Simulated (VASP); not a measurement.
**Be2CdO3: single point with PBE**

Crystal: Be2CdO3.

```
Be Cd O
1.0
     2.56936    0.00000    0.00000
     0.00000    2.56936    0.00000
     0.00000    0.00000    7.97514
Be Cd O
2 1 3
Direct
  0.50000 0.50000 0.84628
  0.50000 0.50000 0.15372
  0.50000 0.50000 0.50000
  0.00000 0.00000 0.00000
  0.00000 0.00000 0.70710
  0.00000 0.00000 0.29290
```

The cell was generated, and may not be a known phase.

```
Program             : VASP 6.6.1
Task                : single point
Functional          : PBE
Potentials or basis : VASP PAW PBE potentials, release 64 (Be, Cd_sv_GW, O)
Cutoff              : 700 eV
k mesh              : 14 × 14 × 6
Occupations         : gaussian, width 0.1 eV
Spin                : no spin polarisation
```

The pressure is -0.3 GPa and the band gap on the k mesh is zero (bands 21 and 22 overlap by 0.39 eV).

Levels at points of the mesh, in eV from the Fermi level:
| k point | band 18 | band 19 | band 20 | band 21 | band 22 | band 23 | band 24 | band 25 |
| --- | --- | --- | --- | --- | --- | --- | --- | --- |
| (0.00, 0.00, 0.00) | -1.18 | -1.18 | -0.73 | -0.73 | -0.41 | 2.95 | 3.74 | 6.98 |
| (0.50, 0.00, 0.00) | -0.82 | -0.80 | -0.32 | -0.12 | 3.22 | 3.27 | 4.98 | 6.77 |
| (0.50, 0.50, 0.00) | -3.96 | -3.63 | -1.88 | -0.12 | 2.73 | 3.92 | 4.02 | 5.12 |
| (0.00, 0.00, 0.50) | -1.54 | -1.54 | -0.58 | -0.58 | 1.00 | 2.26 | 4.09 | 6.66 |
| (0.50, 0.00, 0.50) | -1.82 | -0.93 | -0.66 | -0.15 | 2.63 | 4.21 | 5.92 | 6.27 |
| (0.50, 0.50, 0.50) | -3.16 | -3.16 | -2.28 | -0.02 | 2.72 | 3.97 | 3.97 | 4.02 |

It took 5.2 min on 1 thread of Intel(R) Xeon(R) Platinum 8259CL CPU @ 2.50GHz (Skylake/Cascade Lake) (shared host), peak memory 0.48 GiB.

Caveat: semilocal functionals underestimate gaps, and a narrow one can read as zero.
